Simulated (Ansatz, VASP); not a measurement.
**Ge: VASP beside Ansatz**

Contents of POSCAR:

```
Ge
1.0
    3.0076538696      0.0000000000      0.0000000000
   -1.5038269348      2.6047046568      0.0000000000
    0.0000000000      0.0000000000      4.9114987690
Ge
2
Direct
    0.3333333333      0.6666666667      0.2500000000
    0.6666666667      0.3333333333      0.7500000000
```

INCAR.step1

```
SYSTEM = Ge
PREC     = Accurate       ! precision mode
ENCUT    = 600            ! plane-wave cutoff, eV
ISMEAR   = -1             ! smearing method
SIGMA    = 0.1            ! smearing width, eV
LREAL    = .False.        ! projectors in reciprocal space
LASPH    = .True.         ! aspherical terms in the spheres
NELM     = 60             ! most SCF steps
GGA      = PE             ! functional
ALGO     = Normal         ! electronic algorithm
EDIFF    = 1E-4           ! SCF threshold, eV
LWAVE    = .True.         ! write WAVECAR
LCHARG   = .False.        ! write CHGCAR
```

File INCAR.step2:

```
SYSTEM = Ge
PREC     = Accurate       ! precision mode
ENCUT    = 600            ! plane-wave cutoff, eV
EDIFF    = 1E-7           ! SCF threshold, eV
ISMEAR   = -1             ! smearing method
SIGMA    = 0.1            ! smearing width, eV
LREAL    = .False.        ! projectors in reciprocal space
LASPH    = .True.         ! aspherical terms in the spheres
NELM     = 60             ! most SCF steps
ALGO     = Normal         ! electronic algorithm
ISIF     = 3              ! what is computed and relaxed
LWAVE    = .False.        ! write WAVECAR
LCHARG   = .False.        ! write CHGCAR
METAGGA  = R2SCAN         ! meta-GGA
LMIXTAU  = .True.       
IBRION   = 2              ! ionic algorithm
NSW      = 80             ! ionic steps
EDIFFG   = -0.01          ! ionic threshold
ISTART   = 1
```

Contents of KPOINTS:

```
regular mesh
0
Gamma
  12 12 7
  0 0 0
```

Input for Ansatz:

```yaml
crystal:
  lattice:
    - [3.0076538696, 0.0, 0.0]
    - [-1.5038269348, 2.6047046568, 0.0]
    - [0.0, 0.0, 4.911498769]
  atoms:
    - { symbol: Ge, position: [0.3333333333, 0.6666666667, 0.25] }
    - { symbol: Ge, position: [0.6666666667, 0.3333333333, 0.75] }
hamiltonian:
  xc: r2scan
  pseudopotentials:
    kind: paw
    azcp:
      Ge: "pseudopotentials/Ge.paw.azcp"
basis:
  ecutwfc: 500
  fft_grid_basis: typed
kpoints:
  mp_grid: { grid: [12, 12, 7], shift: [0, 0, 0] }
magnetization:
  spin_polarized: false
scf:
  occupations: { method: fermi_dirac, width: 0.1 }
relax:
  max_steps: 60
  f_tol: 0.01
  cell: {}
```

Alike in both runs: task relaxation of cell and atoms; functional r2SCAN; k mesh 12 × 12 × 7; occupations fermi-dirac, width 0.1 eV; no spin polarisation.

|  | VASP | Ansatz |
| --- | --- | --- |
| version | VASP 6.6.1 | Ansatz 0.2.0 |
| potentials or method | VASP PAW PBE potentials, release 64 (Ge_d), cutoff 600 eV | plane waves (500 eV) with PAW, scalar-relativistic |
| valence electrons in the cell | 28 | 28 |

|  | VASP | Ansatz | Ansatz less VASP |
| --- | --- | --- | --- |
| relaxed volume (Å³/atom) | 18.72 | 18.75 | +0.031 |
| relaxed length of the cell vector where the two differ most in proportion (Å) | 4.698 | 4.701 | +0.0029 |

VASP's potentials were made for PBE, not for r2SCAN.
